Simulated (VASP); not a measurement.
V: electric field gradients with PBEsol

The system is V.

```
V
1.0
    -1.51300    1.51300    1.52813
     1.51300   -1.51300    1.52813
     1.51300    1.51300   -1.52813
V
1
Direct
  0.00000 0.00000 0.00000
```

This cell differs from its parent crystal: zz strain of +1 %.

| Quantity | Value |
| --- | --- |
| Program | VASP 6.6.1 |
| Task | electric field gradients |
| Functional | PBEsol |
| Potentials or basis | VASP PAW PBE potentials, release 64 (V_sv) |
| Cutoff | 520 eV |
| k mesh | 19 × 19 × 19 |
| Occupations | fermi-dirac, width 0.03 eV |
| Spin | collinear spin, ferromagnetic start |
| Starting moments | [1.5] μB |
| Dipole correction | no |
| Further INCAR settings | ALGO = Normal; EDIFF = 1e-08; NBANDS = 16 |

| Quantity | Value |
| --- | --- |
| Pressure | -13.1 GPa |
| Net moment | 0.00 μB per cell |
| Largest electric field gradient by atom | V +0.8 V/Å² |
| Valence electrons inside the program's atomic spheres | V 11.59 |

Stress tensor (GPa, compression positive):
```
-12.71   0.00   0.00
  0.00 -12.71   0.00
  0.00   0.00 -13.85
```

Levels at points of the mesh, in eV from the Fermi level:
Spin up:
```
           k point  band 4  band 5  band 6  band 7  band 8  band 9  band 10  band 11
(0.00, 0.00, 0.00)  -36.98   -6.51    0.39    0.39    0.46    2.28     2.36    20.06
```
Spin down:
| k point | band 4 | band 5 | band 6 | band 7 | band 8 | band 9 | band 10 | band 11 |
| --- | --- | --- | --- | --- | --- | --- | --- | --- |
| (0.00, 0.00, 0.00) | -36.98 | -6.51 | 0.39 | 0.39 | 0.46 | 2.28 | 2.36 | 20.06 |

Electric field gradients, principal values (V/Å²):
```
atom   least  middle  greatest (by size)
 1 V  -0.416  -0.421               0.837
```

Run time: 2.1 min on 1 thread of Intel(R) Xeon(R) Platinum 8488C (Sapphire Rapids), with other jobs on the host, peak memory 0.28 GiB.

Caveat: the cell differs from its parent crystal (zz strain of +1 %); the cell stands under tension; without QUAD_EFG the Cq values of the log hold for a quadrupole moment of 1 mb, not for the nuclei; the PAW data sets were made with another functional, which shifts forces and pressure a little.
